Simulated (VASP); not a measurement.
Crystal: BaTiO3.

```
Ba Ti O
1.0
     3.99980    0.00000    0.00000
     0.00000    3.99980    0.00000
     0.00000    0.00000    4.01800
Ba Ti O
1 1 3
Direct
  0.00000 0.00000 0.00000
  0.50000 0.50000 0.49000
  0.50000 0.50000 0.01900
  0.50000 0.00000 0.51700
  0.00000 0.50000 0.51700
```

Program: VASP 6.6.1. Alike in all runs: task single point; level PBE+U; potentials or basis VASP PAW PBE potentials, release 64 (Ba_sv, Ti_sv, O); no spin polarisation; cell as given; k mesh 6 × 6 × 6; cutoff (eV) 520; smearing fermi-dirac 0.02 eV.

**Question.** Order these runs on this cell by their band gap on the k mesh, lowest first.
A. U Ti d U = 5.0 eV
B. U Ti d U = 3.0 eV
C. U Ti d U = 7.0 eV
D. U Ti d U = 1.0 eV

**Answer.** D (1.88 eV), B (2.12 eV), A (2.38 eV), C (2.66 eV).

Caveats: spin-orbit coupling is left out, which moves the levels of the heavy elements.

A k mesh can miss the band edges.
